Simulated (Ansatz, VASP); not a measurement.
## Two plane-wave programs on Al3Ga2As5

The input INCAR:

```
PREC = Accurate
ENCUT = 500
EDIFF = 1E-6
ISMEAR = 0
SIGMA = 0.1
LREAL = F
LASPH = T
NELM = 120
ALGO = Normal
ISIF = 2
LWAVE = F
LCHARG = F
GGA = PE
NBANDS = 41
GGA_COMPAT = F
```

The input KPOINTS:

```
regular mesh
0
Gamma
  6 6 6
```

POSCAR

```
Al3Ga2As5
1.0
   -2.0276220000      2.0276220000     14.3388692000
    2.0276220000     -2.0276220000     14.3388692000
    2.0276220000      2.0276220000    -14.3388692000
Al Ga As
3 2 5
Direct
    0.0000000000      0.0000000000      0.0000000000
    0.5998060000      0.5998060000      0.0000000000
    0.4001940000      0.4001940000      0.0000000000
    0.1998700000      0.1998700000      0.0000000000
    0.8001300000      0.8001300000      0.0000000000
    0.6495330000      0.1495330000      0.5000000000
    0.2500000000      0.7500000000      0.5000000000
    0.8504670000      0.3504670000      0.5000000000
    0.4500910000      0.9500910000      0.5000000000
    0.0499090000      0.5499090000      0.5000000000
```

Input for Ansatz:

```yaml
crystal:
  lattice:
    - [-2.027622, 2.027622, 14.3388692]
    - [2.027622, -2.027622, 14.3388692]
    - [2.027622, 2.027622, -14.3388692]
  atoms:
    - { symbol: Al, position: [0.0, 0.0, 0.0] }
    - { symbol: Al, position: [0.599806, 0.599806, 0.0] }
    - { symbol: Al, position: [0.400194, 0.400194, 0.0] }
    - { symbol: Ga, position: [0.19987, 0.19987, 0.0] }
    - { symbol: Ga, position: [0.80013, 0.80013, 0.0] }
    - { symbol: As, position: [0.649533, 0.149533, 0.5] }
    - { symbol: As, position: [0.25, 0.75, 0.5] }
    - { symbol: As, position: [0.850467, 0.350467, 0.5] }
    - { symbol: As, position: [0.450091, 0.950091, 0.5] }
    - { symbol: As, position: [0.049909, 0.549909, 0.5] }
basis:
  ecutwfc: 420
kpoints:
  mp_grid: { grid: [6, 6, 6] }
hamiltonian:
  xc: pbe
scf:
  occupations: { method: gaussian, width: 0.1 }
  lower_state_search: "off"
output:
  forces: true
  stress: true
  eigenvalues: true
```

Alike in both runs: task single point; functional PBE; k mesh 6 × 6 × 6; occupations gaussian, width 0.1 eV; no spin polarisation.

|  | VASP | Ansatz |
| --- | --- | --- |
| version | VASP 6.6.1 | Ansatz 0.2.0 |
| potentials or method | VASP PAW PBE potentials, release 64 (Al, Ga_d, As), cutoff 500 eV | scalar-relativistic, plane waves, PAW |
| valence electrons in the cell | 60 | 110 |

```csv
,VASP,Ansatz,Ansatz less VASP
gap on the k mesh at the Fermi level (eV),1.04,1.04,-0.003
least direct gap on the mesh (eV),1.04,1.04,-0.003
pressure (GPa),0.2,0.0,-0.15
"traceless stress, the component that is largest in VASP (GPa)",-0.13,-0.13,+0.001
```

VASP's potentials hold 60 valence electrons a cell and Ansatz's 110, so a difference there can come from the potentials and not from the codes.
